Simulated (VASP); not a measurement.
# Y (I4_1/amd) in VASP: a series of runs, part 2 of 2

VASP 6.6.1. The steps go on from the part before.

### 3 Single point, PBE

This run uses another cell than the first one, of 13.21 Å³/atom.

INCAR

```
ALGO     = Normal         # electronic algorithm
EDIFF    = 1E-6           # SCF threshold, eV
ENCUT    = 520            # plane-wave cutoff, eV
GGA      = PE             # functional
ISIF     = 2              # what is computed and relaxed
ISMEAR   = -1             # smearing method
LASPH    = True           # aspherical terms in the spheres
LCHARG   = True           # write CHGCAR
LELF     = True           # ELF
LREAL    = False          # projectors in reciprocal space
LVHAR    = True         
LWAVE    = False          # write WAVECAR
NBANDS   = 18             # bands
NELM     = 80             # most SCF steps
PREC     = Accurate       # precision mode
SIGMA    = 0.08           # smearing width, eV
```

KPOINTS

```
k-points
0
Gamma
  14 14 14
```

POSCAR

```
Y
1.0
   -2.2251688608      2.2251688608      1.3336443967
    2.2251688608     -2.2251688608      1.3336443967
    2.2251688608      2.2251688608     -1.3336443967
Y
2
Direct
   -0.3750000000     -0.1250000000     -0.2500000000
    0.3750000000      0.1250000000      0.2500000000
```

Potentials or basis: VASP PAW PBE potentials, release 64 (Y_sv).

Launch:

```sh
$ cat potpaw_PBE.64/Y_sv/POTCAR > POTCAR
$ mpirun -np 1 vasp_std > vasp.out
```

OUTCAR:

```text
EDIFF = 1E-6
   ENCUT = 520
   GGA = PE
   ISIF = 2
   ISMEAR = -1
   LASPH = True
   LREAL = False
   NELM = 80
   PREC = Accurate

 ion  position               nearest neighbor table
   1  0.625  0.875  0.750-   2 2.32   2 2.32   2 2.32   2 2.32   2 2.99   2 2.99   2 2.99   2 2.99
                             2 4.01   2 4.01
   2  0.375  0.125  0.250-   1 2.32   1 2.32   1 2.32   1 2.32   1 2.99   1 2.99   1 2.99   1 2.99
                             1 4.01   1 4.01

  LATTYP: Found a body centered tetragonal cell.
 ALAT       =     4.4503377216
 C/A-ratio  =     0.5993452543

  Lattice vectors:

 A1 = (  -2.2251688608,   2.2251688608,   1.3336443967)
 A2 = (   2.2251688608,  -2.2251688608,   1.3336443967)
 A3 = (   2.2251688608,   2.2251688608,  -1.3336443967)

Analysis of symmetry for initial positions (statically):
=====================================================================
 Subroutine PRICEL returns:
 Original cell was already a primitive cell.

 Routine SETGRP: Setting up the symmetry group for a
 body centered tetragonal supercell.

 Subroutine GETGRP returns: Found 16 space group operations
 (whereof  4 operations were pure point group operations)
 out of a pool of 16 trial point group operations.

The static configuration has the point symmetry C_2h.
 The point group associated with its full space group is D_4h.

Analysis of symmetry for dynamics (positions and initial velocities):
=====================================================================
 Subroutine PRICEL returns:
 Original cell was already a primitive cell.

 Routine SETGRP: Setting up the symmetry group for a
 body centered tetragonal supercell.

 Subroutine GETGRP returns: Found 16 space group operations
 (whereof  4 operations were pure point group operations)
 out of a pool of 16 trial point group operations.

The dynamic configuration has the point symmetry C_2h.
 The point group associated with its full space group is D_4h.

 Subroutine INISYM returns: Found 16 space group operations
 (whereof  4 operations are pure point group operations),
 and found     1 'primitive' translations

----------------------------------------------------------------------------------------

                                     Primitive cell

  volume of cell :      26.4135

  direct lattice vectors                    reciprocal lattice vectors
    -2.225168861  2.225168861  1.333644397     0.000000000  0.224702048  0.374912534
     2.225168861 -2.225168861  1.333644397     0.224702048  0.000000000  0.374912534
     2.225168861  2.225168861 -1.333644397     0.224702048  0.224702048  0.000000000

  length of vectors
     3.417800505  3.417800505  3.417800505     0.437093146  0.437093146  0.317776684

  position of ions in fractional coordinates (direct lattice)
     0.625000000  0.875000000  0.750000000
     0.375000000  0.125000000  0.250000000

  ion indices of the primitive-cell ions
   primitive index   ion index
                 1           1
                 2           2

----------------------------------------------------------------------------------------

 KPOINTS: k-points

Automatic generation of k-mesh.
 Grid dimensions read from file:
 generate k-points for:   14   14   14

 Generating k-lattice:

  Cartesian coordinates                     Fractional coordinates (reciprocal lattice)
     0.000000000  0.016050146  0.026779467     0.071428571 -0.000000000  0.000000000
     0.016050146  0.000000000  0.026779467    -0.000000000  0.071428571  0.000000000
     0.016050146  0.016050146  0.000000000     0.000000000  0.000000000  0.071428571

  Length of vectors
     0.031220939  0.031220939  0.022698335

  Shift w.r.t. Gamma in fractional coordinates (k-lattice)
     0.000000000  0.000000000  0.000000000

 Subroutine IBZKPT returns following result:
 ===========================================

 Found    244 irreducible k-points:

 Following reciprocal coordinates:
            Coordinates               Weight
  0.000000  0.000000  0.000000      1.000000
  0.071429 -0.000000  0.000000      8.000000
  0.142857 -0.000000  0.000000      8.000000
  0.214286  0.000000  0.000000      8.000000
  0.285714 -0.000000  0.000000      8.000000
  0.357143 -0.000000  0.000000      8.000000
[... 16 lines left out ...]
  0.214286  0.142857  0.000000     16.000000
  0.285714  0.142857 -0.000000     16.000000
 [... further k-points ...]
   k-points           NKPTS =    244   k-points in BZ     NKDIM =    244   number of bands    NBANDS=     18
   number of dos      NEDOS =    301   number of ions     NIONS =      2
   total plane-waves  NPLWV =  21952
   dimension x,y,z NGX =    28 NGY =   28 NGZ =   28
   dimension x,y,z NGXF=    56 NGYF=   56 NGZF=   56
   ions per type =               2
   NGX,Y,Z   is equivalent  to a cutoff of  13.62, 13.62, 13.62 a.u.
   NGXF,Y,Z  is equivalent  to a cutoff of  27.24, 27.24, 27.24 a.u.
 SYSTEM =  unknown system
   PREC   = accura    normal or accurate (medium, high low for compatibility)
   ISTART =      0    job   : 0-new  1-cont  2-samecut
   ICHARG =      2    charge: 1-file 2-atom 10-const
   ISPIN  =      1    spin polarized calculation?
   LNONCOLLINEAR =      F non collinear calculations
   LSORBIT =      F    spin-orbit coupling
   LASPH  =      T    aspherical Exc in radial PAW
   ENCUT  =  520.0 eV  38.22 Ry    6.18 a.u.   6.35  6.35  6.35*2*pi/ulx,y,z
   NELM   =     80;   NELMIN=  2; NELMDL= -5     # of ELM steps
   EDIFF  = 0.1E-05   stopping-criterion for ELM
   LREAL  =      F    real-space projection
   EDIFFG = 0.1E-04   stopping-criterion for IOM
   NSW    =      0    number of steps for IOM
   IBRION =     -1    ionic relax: 0-MD 1-quasi-New 2-CG
   NFREE  =      0    steps in history (QN), initial steepest desc. (CG)
   ISIF   =      2    stress and relaxation
   ISYM   =      2    0-nonsym 1-usesym 2-fastsym
   POTIM  = 0.5000    time-step for ionic-motion
   TEBEG  =    0.0;   TEEND  =   0.0 temperature during run
   PSTRESS=    0.0 pullay stress
   NELECT =      22.0000    total number of electrons
   NUPDOWN=      -1.0000    fix difference up-down
   EMIN   =  10.00;   EMAX   =-10.00  energy-range for DOS
   EFERMI =   0.00;   METHOD = LEGACY
   ISMEAR =    -1;   SIGMA  =   0.08  broadening in eV -4-tet -1-fermi 0-gaus
   EFERMI_NEDOS =   21; number of points for ismear=-14 and -15
   IALGO  =     38    algorithm
   IMIX   =      4    mixing-type and parameters
     AMIX     =   0.40;   BMIX     =  1.00
     AMIX_MAG =   1.60;   BMIX_MAG =  1.00
  volume/ion in A,a.u.               =      13.21        89.12
  Fermi-wavevector in a.u.,A,eV,Ry     =   1.540306  2.910757 32.280410  2.372543
  Thomas-Fermi vector in A             =   2.646412
   LORBIT       =      0    0 simple, 1 ext, 2 COOP (PROOUT), +10 PAW based schemes
   GGA     = PE    functional components
   LHFCALC =     F    Hartree Fock is set to
   AEXX    =    0.0000 exact exchange contribution
   IVDW    =     0    specifies the selected vdW correction
   LEPSILON=     F    determine dielectric tensor
   LRPA    =     F    only Hartree local field effects (RPA)
 non-spin polarized calculation
  energy-cutoff  :      520.00
  volume of cell :       26.41
 maximum number of plane-waves:       725
 NGX is ok and might be reduce to    28
   NGX = 13   NGY = 13   NGZ = 13

 number of electron      22.0000000 magnetization

 Free energy of the ion-electron system (eV)
  ---------------------------------------------------
  ext. energy  EPLUGINS =         0.00000000
  ---------------------------------------------------
  free energy    TOTEN  =        -3.30111537 eV

  energy without entropy =       -3.27481145  energy(sigma->0) =       -3.28796341

 E-fermi :   9.1279     XC(G=0): -13.6919

 val. band max:        9.1230431229   @ k =   0.4286   0.4286   0.0714
 cond. band min:       9.1388269974   @ k =  -0.3571  -0.4286   0.3571
 fundamental gap:      0.0157838745
 Fermi energy:         9.1278817072

 k-point     1 :       0.0000    0.0000    0.0000
  band No.  band energies     occupation
      1     -34.8904      2.00000
      2     -31.1373      2.00000
      3     -16.0049      2.00000
      4     -16.0049      2.00000
      5     -11.2868      2.00000
      6     -11.1470      2.00000
[... 10 lines left out ...]
     17      13.5915      0.00000
     18      23.2965      0.00000
[... 466 lines left out ...]
      2     -31.5692      2.00000
      3     -16.2084      2.00000
      4     -15.3955      2.00000
      5     -14.5064      2.00000
      6     -13.6628      2.00000
[... 10 lines left out ...]
     17      18.6484      0.00000
     18      20.2848      0.00000

 [... further k-points ...]

------------------------ aborting loop because EDIFF is reached ----------------------------------------

  FORCE on cell =-STRESS in cart. coord.  units (eV):
  Direction    XX          YY          ZZ          XY          YZ          ZX
  --------------------------------------------------------------------------------------
  -------------------------------------------------------------------------------------
  Total       24.8000953     24.8000953     24.6749740      0.0000000      0.0000000      0.0000000
  in kB     1504.3121000   1504.3121000   1496.7225498      0.0000000      0.0000000      0.0000000
  external PRESSURE =    1501.7822499 kB  Pullay stress =       0.0000000 kB

 VOLUME and BASIS-vectors are now :
 -----------------------------------------------------------------------------
  energy-cutoff  :      520.00
  volume of cell :       26.41
      direct lattice vectors                 reciprocal lattice vectors
    -2.225168861  2.225168861  1.333644397     0.000000000  0.224702048  0.374912534
     2.225168861 -2.225168861  1.333644397     0.224702048  0.000000000  0.374912534
     2.225168861  2.225168861 -1.333644397     0.224702048  0.224702048  0.000000000

 POSITION                                       TOTAL-FORCE (eV/Angst)
 -----------------------------------------------------------------------------------
      2.22517      1.11258      1.00023         0.000000      0.000000     -0.000000
      0.00000      1.11258      0.33341        -0.000000     -0.000000      0.000000
 -----------------------------------------------------------------------------------
    total drift:                               -0.000000      0.000000     -0.000000

  FREE ENERGIE OF THE ION-ELECTRON SYSTEM (eV)
  ---------------------------------------------------
  free  energy   TOTEN  =        -3.3011153731 eV

  energy  without entropy=       -3.2748114549  energy(sigma->0) =       -3.28796341
```

It took 1.9 min on 1 thread of Oxide Virtual Turin-like, shared host; peak memory 0.22 GiB.

What came out:

```yaml
Free_energy: -3.3011 eV
Pressure: 150.2 GPa
Band_gap_on_the_k_mesh: zero (bands 11 and 12 overlap by 4.01 eV)
```

Stress tensor (GPa, compression positive):
```
150.43   0.00   0.00
  0.00 150.43   0.00
  0.00   0.00 149.67
```

Caveat: the cell stands under pressure.

### 4 Single point, PBE (13.21 Å³/atom)

This run uses another cell than the first one, of 13.21 Å³/atom.

INCAR

```
SYSTEM = Y
ALGO     = Normal         ! electronic algorithm
EDIFF    = 1E-6           ! SCF threshold, eV
ENCUT    = 520            ! plane-wave cutoff, eV
GGA      = PE             ! functional
ISIF     = 2              ! what is computed and relaxed
ISMEAR   = -1             ! smearing method
LASPH    = .True.         ! aspherical terms in the spheres
LCHARG   = .True.         ! write CHGCAR
LELF     = .True.         ! ELF
LREAL    = .False.        ! projectors in reciprocal space
LVHAR    = .True.       
LWAVE    = .False.        ! write WAVECAR
NBANDS   = 18             ! bands
NELM     = 100            ! most SCF steps
PREC     = Accurate       ! precision mode
SIGMA    = 0.08           ! smearing width, eV
```

KPOINTS

```
k-points
0
Gamma
  14 14 14
  0 0 0
```

POSCAR is that of step 3.

Potentials or basis: VASP PAW PBE potentials, release 64 (Y_sv).

Launch:

```sh
$ cat potpaw_PBE.64/Y_sv/POTCAR > POTCAR
$ mpirun -np 1 vasp_std > vasp.out
```

OUTCAR:

```text
SYSTEM = Y
   EDIFF = 1E-6
   ENCUT = 520
   GGA = PE
   ISIF = 2
   ISMEAR = -1
   LASPH = .True.
   LREAL = .False.
   NELM = 100
   PREC = Accurate

 ion  position               nearest neighbor table
   1  0.625  0.875  0.750-   2 2.32   2 2.32   2 2.32   2 2.32   2 2.99   2 2.99   2 2.99   2 2.99
                             2 4.01   2 4.01
   2  0.375  0.125  0.250-   1 2.32   1 2.32   1 2.32   1 2.32   1 2.99   1 2.99   1 2.99   1 2.99
                             1 4.01   1 4.01

  LATTYP: Found a body centered tetragonal cell.
 ALAT       =     4.4503377216
 C/A-ratio  =     0.5993452543

  Lattice vectors:

 A1 = (  -2.2251688608,   2.2251688608,   1.3336443967)
 A2 = (   2.2251688608,  -2.2251688608,   1.3336443967)
 A3 = (   2.2251688608,   2.2251688608,  -1.3336443967)

Analysis of symmetry for initial positions (statically):
=====================================================================
 Subroutine PRICEL returns:
 Original cell was already a primitive cell.

 Routine SETGRP: Setting up the symmetry group for a
 body centered tetragonal supercell.

[... 165 lines left out ...]

  energy without entropy =       -3.27481145  energy(sigma->0) =       -3.28796341

 E-fermi :   9.1279     XC(G=0): -13.6919

 val. band max:        9.1230431229   @ k =   0.4286   0.4286   0.0714
 cond. band min:       9.1388269974   @ k =  -0.3571  -0.4286   0.3571
 fundamental gap:      0.0157838745
 Fermi energy:         9.1278817072

 k-point     1 :       0.0000    0.0000    0.0000
  band No.  band energies     occupation
      1     -34.8904      2.00000
      2     -31.1373      2.00000
      3     -16.0049      2.00000
      4     -16.0049      2.00000
      5     -11.2868      2.00000
      6     -11.1470      2.00000
[... 481 lines left out ...]
      5     -14.5064      2.00000
      6     -13.6628      2.00000
[... 10 lines left out ...]
     17      18.6484      0.00000
     18      20.2848      0.00000

 [... further k-points ...]

------------------------ aborting loop because EDIFF is reached ----------------------------------------

  FORCE on cell =-STRESS in cart. coord.  units (eV):
  Direction    XX          YY          ZZ          XY          YZ          ZX
  --------------------------------------------------------------------------------------
  -------------------------------------------------------------------------------------
  Total       24.8000953     24.8000953     24.6749740      0.0000000      0.0000000      0.0000000
  in kB     1504.3121000   1504.3121000   1496.7225498      0.0000000      0.0000000      0.0000000
  external PRESSURE =    1501.7822499 kB  Pullay stress =       0.0000000 kB

 VOLUME and BASIS-vectors are now :
 -----------------------------------------------------------------------------
  energy-cutoff  :      520.00
  volume of cell :       26.41
      direct lattice vectors                 reciprocal lattice vectors
    -2.225168861  2.225168861  1.333644397     0.000000000  0.224702048  0.374912534
     2.225168861 -2.225168861  1.333644397     0.224702048  0.000000000  0.374912534
     2.225168861  2.225168861 -1.333644397     0.224702048  0.224702048  0.000000000

 POSITION                                       TOTAL-FORCE (eV/Angst)
 -----------------------------------------------------------------------------------
      2.22517      1.11258      1.00023         0.000000      0.000000     -0.000000
      0.00000      1.11258      0.33341        -0.000000     -0.000000      0.000000
 -----------------------------------------------------------------------------------
    total drift:                               -0.000000      0.000000     -0.000000

  FREE ENERGIE OF THE ION-ELECTRON SYSTEM (eV)
  ---------------------------------------------------
  free  energy   TOTEN  =        -3.3011153731 eV

  energy  without entropy=       -3.2748114549  energy(sigma->0) =       -3.28796341
```

stdout:

```text
POSCAR found type information on POSCAR Y
 POSCAR found :  1 types and       2 ions
 scaLAPACK will be used
 LDA part: xc-table for (Slater+PW92), standard interpolation
 POSCAR, INCAR and KPOINTS ok, starting setup
 FFT: planning ... GRIDC
 FFT: planning ... GRID_SOFT
 FFT: planning ... GRID
 WAVECAR not read
 entering main loop
```

Wall time 2.2 min (1 thread of Oxide Virtual Turin-like, shared host); peak memory 0.22 GiB.

Results:

- Free energy: -3.3011 eV
- Pressure: 150.2 GPa
- Band gap on the k mesh: zero (bands 11 and 12 overlap by 4.01 eV)

Stress tensor (GPa, compression positive):
```
150.43   0.00   0.00
  0.00 150.43   0.00
  0.00   0.00 149.67
```

Caveat: the cell stands under pressure.
